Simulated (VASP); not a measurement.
# Si47C48 (a cell with a defect) in VASP: single point with PBEsol

Aim: the single point of Si47C48 (a cell with a defect) with PBEsol.

All numbers are computed with VASP 6.6.1; they aren't measurements. Logs are shortened: lines on timing, memory, paths and dates and some standing lists are left out, and cuts for length are marked.

**1. The cell of the first run**

The cell holds a defect, 95 atoms: a = 9.234 Å, b = 10.663 Å, c = 10.076 Å, α = 90.00°, β = 90.00°, γ = 90.00°.

**2. Single point, PBEsol, collinear spin**

INCAR reads:

```
SYSTEM = Si47C48
  PREC = Accurate
  ENCUT = 520
  EDIFF = 1E-6
  ISMEAR = -1
  SIGMA = 0.05
  LREAL = Auto
  LASPH = .True.
  NELM = 150
  ALGO = Normal
  ISIF = 2
  LWAVE = .False.
  LCHARG = .False.
  ISPIN = 2
  MAGMOM = 0 0 0 0 0 0 0 0 0 0 0 0 0 0 0 0 0 0 0 0 0 0 0 0 0 0 0 0 0 0 0 0 0 0 0 0 0 0 0 0 0 0 0 0 0 0 0 0 0 0 0 0 0 0 0 0 0 0 0 0 0 0 0 0 0 0.5 0 0 0 0 0 0 0 0.5 0 0 0.5 0.5 0 0 0 0 0 0 0 0 0 0 0 0 0 0 0 0 0
  LORBIT = 11
  GGA = PS
  NBANDS = 247
  NELECT = 382.0
```

KPOINTS reads:

```
regular mesh
0
Gamma
  1 1 1
  0 0 0
```

POSCAR reads:

```
Si47C48
1.0
    9.2342040000      0.0000000000      0.0000000000
    0.0000000000     10.6627400000      0.0000000000
    0.0000000000      0.0000000000     10.0759470000
Si C
47 48
Direct
    0.9983970000      0.0005140000      0.5002330000
    0.3334760000      0.9998610000      0.4992480000
    0.1667330000      0.2509950000      0.4990550000
    0.0047760000      0.5012140000      0.5000160000
    0.6685600000      0.0005200000      0.5002350000
    0.5002110000      0.2510010000      0.4990520000
    0.1698540000      0.7499380000      0.4986490000
    0.8334730000      0.2516200000      0.4994120000
    0.6621600000      0.5012150000      0.5000120000
    0.4971120000      0.7499470000      0.4986390000
    0.8334800000      0.7491610000      0.4994260000
    0.0003530000      0.1672830000      0.2509700000
    0.3334720000      0.1667900000      0.2498080000
    0.1676080000      0.4166400000      0.2518010000
    0.0008870000      0.6664530000      0.2500610000
    0.6666060000      0.1672890000      0.2509740000
    0.4993320000      0.4166350000      0.2517960000
    0.3334850000      0.6668440000      0.2545230000
    0.1668510000      0.9158000000      0.2514100000
    0.8334740000      0.4178280000      0.2512070000
    0.6660710000      0.6664490000      0.2500580000
    0.5000970000      0.9158080000      0.2514100000
    0.8334730000      0.9164570000      0.2502770000
    0.1667020000      0.0828420000      0.7493170000
    0.0007930000      0.3337150000      0.7490380000
    0.5002430000      0.0828340000      0.7493160000
    0.3334750000      0.3334390000      0.7475840000
    0.1674080000      0.5838820000      0.7482120000
    0.0001510000      0.8330920000      0.7494810000
    0.8334750000      0.0838370000      0.7499700000
    0.6661470000      0.3337120000      0.7490370000
    0.4995300000      0.5838920000      0.7481980000
    0.3334810000      0.8325600000      0.7491910000
    0.8334680000      0.5830480000      0.7491070000
    0.6668170000      0.8330930000      0.7494850000
    0.9999900000      0.9994730000      0.0005850000
    0.3334670000      0.9987720000      0.0005830000
    0.1672530000      0.2490470000      0.0000550000
    0.0001560000      0.5002490000      0.0003670000
    0.6669440000      0.9994740000      0.0005880000
    0.4996890000      0.2490460000      0.0000520000
    0.3334580000      0.4998230000      0.9992940000
    0.1662650000      0.7493850000      0.0005930000
    0.8334750000      0.2503030000      0.0007470000
    0.6667620000      0.5002450000      0.0003590000
    0.5006840000      0.7493840000      0.0005890000
    0.8334770000      0.7494040000      0.0004530000
    0.0001010000      0.9999380000      0.1876110000
    0.3334700000      0.9991990000      0.1876790000
    0.1670670000      0.2492090000      0.1863070000
    0.0001660000      0.5000440000      0.1865650000
    0.6668450000      0.9999460000      0.1876120000
    0.4998780000      0.2492020000      0.1863060000
    0.3334700000      0.5001000000      0.1865610000
    0.1663340000      0.7496560000      0.1867430000
    0.8334800000      0.2504490000      0.1878820000
    0.6667790000      0.5000380000      0.1865570000
    0.5006340000      0.7496600000      0.1867440000
    0.8334780000      0.7496280000      0.1874520000
    0.9994380000      0.0001980000      0.6878820000
    0.3334680000      0.9998230000      0.6871460000
    0.1666240000      0.2493280000      0.6870500000
    0.0002300000      0.5007310000      0.6874890000
    0.6675080000      0.0001950000      0.6878800000
    0.5003170000      0.2493190000      0.6870450000
    0.3334660000      0.5007090000      0.7057170000
    0.1662280000      0.7510300000      0.6872550000
    0.8334690000      0.2507200000      0.6873910000
    0.6667060000      0.5007270000      0.6874830000
    0.5007390000      0.7510380000      0.6872470000
    0.8334820000      0.7500190000      0.6870710000
    0.9980840000      0.1657270000      0.4392120000
    0.3334690000      0.1665620000      0.4380630000
    0.1520800000      0.4080920000      0.4322940000
    0.0005960000      0.6681070000      0.4383120000
    0.6688570000      0.1657320000      0.4392130000
    0.5148580000      0.4080950000      0.4322860000
    0.3334810000      0.6855020000      0.4327820000
    0.1643040000      0.9196630000      0.4395960000
    0.8334680000      0.4194130000      0.4392840000
    0.6663650000      0.6681050000      0.4383140000
    0.5026510000      0.9196670000      0.4395950000
    0.8334760000      0.9156100000      0.4385720000
    0.1667190000      0.0816130000      0.9379920000
    0.0003700000      0.3326490000      0.9381740000
    0.5002170000      0.0816090000      0.9379890000
    0.3334700000      0.3308910000      0.9383350000
    0.1654620000      0.5834490000      0.9386180000
    0.9995240000      0.8328930000      0.9380790000
    0.8334680000      0.0832020000      0.9387800000
    0.6665730000      0.3326430000      0.9381730000
    0.5014580000      0.5834450000      0.9386020000
    0.3334770000      0.8320800000      0.9382910000
    0.8334600000      0.5827200000      0.9376140000
    0.6674300000      0.8328890000      0.9380830000
```

Potentials or basis: VASP PAW PBE potentials, release 64 (Si, C).

Launch:

```console
$ cat potpaw_PBE.64/Si/POTCAR potpaw_PBE.64/C/POTCAR > POTCAR
$ mpirun -np 1 vasp_gam > vasp.out
```

OUTCAR:

```text
SYSTEM = Si47C48
   PREC = Accurate
   ENCUT = 520
   EDIFF = 1E-6
   ISMEAR = -1
   LREAL = Auto
   LASPH = .True.
   NELM = 150
   ISIF = 2
   ISPIN = 2
   LORBIT = 11
   GGA = PS
   NELECT = 382.0

 ion  position               nearest neighbor table
   1  0.998  0.001  0.500-  79 1.86  72 1.87  83 1.88  60 1.89   5 3.05  30 3.07  23 3.08  12 3.08
                            24 3.08   8 3.08  29 3.08  11 3.08  19 3.09   3 3.09   2 3.09   7 3.11
   2  0.333  1.000  0.499-  79 1.88  82 1.88  73 1.88  61 1.89  10 3.06   7 3.06  22 3.07  19 3.07
                            13 3.08  26 3.08  24 3.08  33 3.09   3 3.09   6 3.09   1 3.09   5 3.09
   3  0.167  0.251  0.499-  74 1.81  73 1.89  62 1.89  72 1.90  14 3.05   4 3.06  12 3.07  27 3.07
                             8 3.08  25 3.08   6 3.08  13 3.08   2 3.09   1 3.09  24 3.09
   4  0.005  0.501  0.500-  74 1.82  75 1.89  63 1.89  80 1.91  28 3.05  14 3.05   3 3.06   7 3.06
                            15 3.07  25 3.08  11 3.08  34 3.09  20 3.09   8 3.10
   5  0.669  0.001  0.500-  82 1.86  76 1.87  83 1.88  64 1.89   1 3.05  30 3.07  23 3.08  16 3.08
                            26 3.08   8 3.08  35 3.08  11 3.08  22 3.09   6 3.09   2 3.09  10 3.11
   6  0.500  0.251  0.499-  77 1.81  73 1.89  65 1.89  76 1.90  17 3.05   9 3.06  16 3.07  27 3.07
                            31 3.08   8 3.08   3 3.08  13 3.08   2 3.09   5 3.09  26 3.09
   7  0.170  0.750  0.499-  78 1.79  75 1.89  67 1.90  79 1.91  18 3.02  10 3.02  19 3.06   4 3.06
                             2 3.06  33 3.07  28 3.08  15 3.08  29 3.10   1 3.11  11 3.11
   8  0.833  0.252  0.499-  72 1.88  76 1.88  80 1.89  68 1.89  20 3.07  16 3.07  12 3.07   3 3.08
                             6 3.08  25 3.08  31 3.08   5 3.08   1 3.08  30 3.09   4 3.10   9 3.10
   9  0.662  0.501  0.500-  77 1.82  81 1.89  69 1.89  80 1.91  32 3.05  17 3.05   6 3.06  10 3.06
                            21 3.07  31 3.08  11 3.08  34 3.09  20 3.09   8 3.10
  10  0.497  0.750  0.499-  78 1.79  81 1.89  70 1.90  82 1.91  18 3.02   7 3.02  22 3.06   9 3.06
                             2 3.06  33 3.07  32 3.08  21 3.08  35 3.10   5 3.11  11 3.11
  11  0.833  0.749  0.499-  81 1.87  75 1.87  83 1.88  71 1.89  34 3.08  15 3.08  21 3.08  23 3.08
                             4 3.08   9 3.08   1 3.08   5 3.08  35 3.09  29 3.09  10 3.11   7 3.11
  12  0.000  0.167  0.251-  50 1.89  56 1.89  48 1.90  72 1.90   3 3.07   8 3.07  14 3.07  13 3.08
                             1 3.08  16 3.08  20 3.08  44 3.08  38 3.09  23 3.09  19 3.09  36 3.09
  13  0.333  0.167  0.250-  53 1.88  50 1.88  49 1.89  73 1.90  17 3.07  14 3.07  38 3.08  41 3.08
                            12 3.08  16 3.08   6 3.08   3 3.08   2 3.08  37 3.08  22 3.09  19 3.09
  14  0.168  0.417  0.252-  74 1.83  54 1.89  51 1.90  50 1.90   3 3.05   4 3.05  17 3.06  13 3.07
                            12 3.07  18 3.08  15 3.08  20 3.09  39 3.10  42 3.10  38 3.10
  15  0.001  0.666  0.250-  55 1.88  51 1.89  59 1.89  75 1.90  19 3.07  20 3.07  43 3.07  18 3.07
                             4 3.07  14 3.08  39 3.08  11 3.08  23 3.08  47 3.08   7 3.08  21 3.09
  16  0.667  0.167  0.251-  53 1.89  56 1.89  52 1.90  76 1.90   6 3.07   8 3.07  17 3.07  13 3.08
                             5 3.08  12 3.08  20 3.08  44 3.08  23 3.09  41 3.09  22 3.09  40 3.09
  17  0.499  0.417  0.252-  77 1.83  54 1.89  57 1.90  53 1.90   6 3.05   9 3.05  14 3.06  13 3.07
                            16 3.07  18 3.08  21 3.08  20 3.09  45 3.10  42 3.10  41 3.10
  18  0.333  0.667  0.255-  78 1.81  55 1.90  58 1.90  54 1.91  10 3.02   7 3.02  22 3.07  19 3.07
[... 93 lines left out ...]
  82  0.503  0.920  0.440-   5 1.86   2 1.88  22 1.90  10 1.91
[... 556 lines left out ...]
 Fermi energy:         9.1067449007

 spin component 2

 k-point     1 :       0.0000    0.0000    0.0000
  band No.  band energies     occupation
      1      -7.5993      1.00000
      2      -6.5481      1.00000
      3      -6.5212      1.00000
      4      -6.4349      1.00000
      5      -6.3447      1.00000
      6      -6.1923      1.00000
[... 195 lines left out ...]
    202      11.3464      0.00000
    203      11.6163      0.00000
 [bands above 203 left out]

------------------------ aborting loop because EDIFF is reached ----------------------------------------

  FORCE on cell =-STRESS in cart. coord.  units (eV):
  Direction    XX          YY          ZZ          XY          YZ          ZX
  --------------------------------------------------------------------------------------
  -------------------------------------------------------------------------------------
  Total       39.0424996     24.1051363     23.1480277     -0.0001687      0.8895900     -0.0076802
  in kB       63.0512989     38.9283517     37.3826787     -0.0002724      1.4366346     -0.0124030
  external PRESSURE =      46.4541098 kB  Pullay stress =       0.0000000 kB

 VOLUME and BASIS-vectors are now :
 -----------------------------------------------------------------------------
  energy-cutoff  :      520.00
  volume of cell :      992.10
      direct lattice vectors                 reciprocal lattice vectors
     9.234204000  0.000000000  0.000000000     0.108293037  0.000000000  0.000000000
     0.000000000 10.662740000  0.000000000     0.000000000  0.093784524  0.000000000
     0.000000000  0.000000000 10.075947000     0.000000000  0.000000000  0.099246254

 POSITION                                       TOTAL-FORCE (eV/Angst)
 -----------------------------------------------------------------------------------
      9.21940      0.00548      5.04032         0.004816     -0.023707      0.028817
      3.07939     10.66126      5.03040        -0.001498      0.008639      0.025122
      1.53965      2.67629      5.02845         0.023445     -0.040142      0.060526
      0.04410      5.34431      5.03813        -0.027140      0.021133      0.048989
      6.17362      0.00554      5.04034        -0.009274     -0.025705      0.029573
      4.61905      2.67636      5.02842        -0.022843     -0.040417      0.058894
[... 87 lines left out ...]
      7.69634      6.21339      9.44735        -0.003964      0.000100      0.001663
      6.16318      8.88088      9.45207         0.000963      0.006248      0.002338
 -----------------------------------------------------------------------------------
    total drift:                               -0.019936     -0.016883      0.037669

  FREE ENERGIE OF THE ION-ELECTRON SYSTEM (eV)
  ---------------------------------------------------
  free  energy   TOTEN  =      -729.1150832665 eV

  energy  without entropy=     -729.0733114285  energy(sigma->0) =     -729.09419735

 total charge

# of ion       s       p       d       tot
------------------------------------------
    1        0.710   0.997   0.000   1.707
    2        0.706   0.982   0.000   1.688
    3        0.708   0.991   0.000   1.699
    4        0.712   0.986   0.000   1.698
    5        0.710   0.997   0.000   1.707
    6        0.708   0.991   0.000   1.699
[... 87 lines left out ...]
   94        0.829   1.714   0.000   2.543
   95        0.829   1.712   0.000   2.541
--------------------------------------------------
tot         73.167 128.115   0.000 201.282

 magnetization (x)

# of ion       s       p       d       tot
------------------------------------------
    1        0.001   0.002   0.000   0.004
    2       -0.000  -0.000   0.000  -0.000
    3       -0.002  -0.004   0.000  -0.005
    4       -0.002   0.000   0.000  -0.002
    5        0.001   0.002   0.000   0.004
    6       -0.002  -0.004   0.000  -0.005
[... 87 lines left out ...]
   94       -0.000   0.000   0.000   0.000
   95        0.000   0.000   0.000   0.000
--------------------------------------------------
tot          0.061   0.948   0.000   1.009
```

Run time: 21 min. Hardware: 1 thread of Oxide Virtual Turin-like, shared host; peak memory 1.2 GiB.

What came out:

| Property | Result |
| --- | --- |
| Free energy | -729.1151 eV |
| Largest force | 0.205 eV/Å |
| Net moment | 2.00 μB per cell |
| Site moments | Si +0.00, -0.00, -0.01 (each value once); C -0.00, +0.00, +0.01, +0.02, +0.25, +0.23, +0.08, +0.07 (each value once) μB |
| Valence electrons inside the program's atomic spheres | Si 1.71, 1.69, 1.70, 1.68, 1.67 (each value once); C 2.54, 2.53, 2.49, 2.50, 2.55, 2.52 (each value once) |

Forces on the atoms (eV/Å):
```
Si   0.005 -0.024  0.029
Si  -0.001  0.009  0.025
Si   0.023 -0.040  0.061
Si  -0.027  0.021  0.049
Si  -0.009 -0.026  0.030
Si  -0.023 -0.040  0.059
Si  -0.061 -0.009  0.054
Si  -0.002  0.015  0.027
Si   0.026  0.020  0.049
Si   0.058 -0.009  0.055
Si  -0.001 -0.014  0.023
Si   0.002 -0.003 -0.019
Si   0.003 -0.003 -0.009
Si  -0.008  0.010 -0.054
Si  -0.002 -0.003 -0.012
Si  -0.005 -0.001 -0.021
Si   0.008  0.009 -0.053
Si   0.001  0.007 -0.042
Si  -0.002 -0.003 -0.017
Si   0.003  0.005 -0.015
Si   0.001 -0.002 -0.011
Si   0.003 -0.005 -0.015
Si   0.002 -0.001 -0.016
Si  -0.002  0.015  0.000
Si   0.012  0.011  0.002
Si  -0.002  0.017 -0.002
Si   0.001  0.205  0.001
Si   0.143 -0.096  0.007
Si   0.002 -0.003  0.001
Si   0.002  0.005  0.004
Si  -0.011  0.009  0.004
Si  -0.145 -0.098  0.005
Si   0.002 -0.012  0.006
Si   0.003 -0.016 -0.004
Si  -0.006 -0.004  0.001
Si   0.003  0.000 -0.009
Si  -0.001 -0.001 -0.011
Si   0.029  0.014 -0.014
Si   0.020  0.016 -0.012
Si   0.000 -0.001 -0.009
Si  -0.028  0.014 -0.014
Si   0.000 -0.009 -0.100
Si  -0.002 -0.024 -0.003
Si  -0.002  0.006 -0.009
Si  -0.016  0.016 -0.012
Si   0.005 -0.024 -0.003
Si  -0.002 -0.006 -0.009
C    0.000 -0.001  0.010
C    0.001  0.008  0.009
C   -0.012 -0.003  0.024
C   -0.006 -0.007  0.017
C   -0.001 -0.002  0.009
C    0.012 -0.007  0.025
C    0.002 -0.007  0.046
C   -0.005  0.015  0.012
C    0.002 -0.002  0.005
C    0.003 -0.008  0.019
C    0.002  0.013  0.005
C    0.003  0.001  0.004
C   -0.004  0.002 -0.009
C    0.004  0.001 -0.007
C   -0.011 -0.021 -0.014
C   -0.022  0.008 -0.014
C    0.001  0.002 -0.014
C    0.009 -0.023 -0.016
C    0.002 -0.041  0.001
C   -0.014  0.018 -0.015
C    0.001 -0.010 -0.009
C    0.020  0.002 -0.013
C    0.009  0.017 -0.015
C    0.003  0.006 -0.003
C    0.027  0.033 -0.024
C    0.001  0.007 -0.008
C    0.012  0.042 -0.022
C    0.001 -0.001 -0.010
C   -0.037  0.033 -0.024
C   -0.012  0.046 -0.027
C    0.007 -0.041 -0.063
C    0.014 -0.012 -0.002
C   -0.002 -0.019  0.007
C    0.008 -0.002 -0.007
C   -0.010 -0.019 -0.022
C   -0.003  0.025 -0.008
C    0.004 -0.002  0.003
C   -0.008 -0.008  0.001
C    0.004  0.000  0.000
C   -0.006 -0.052  0.056
C   -0.045  0.025  0.037
C    0.001 -0.003  0.002
C   -0.003  0.000  0.007
C    0.010 -0.005  0.004
C    0.051  0.023  0.040
C   -0.007  0.013  0.002
C   -0.004  0.000  0.002
C    0.001  0.006  0.002
```

Caveat: the k points lie up to 0.68 Å⁻¹ apart; the cell carries a net charge on a neutralising background, which shifts energy and pressure; the cell is charged against a uniform background, so pressure and absolute levels hang on convention; the PAW data sets were made with another functional, which shifts forces and pressure a little.
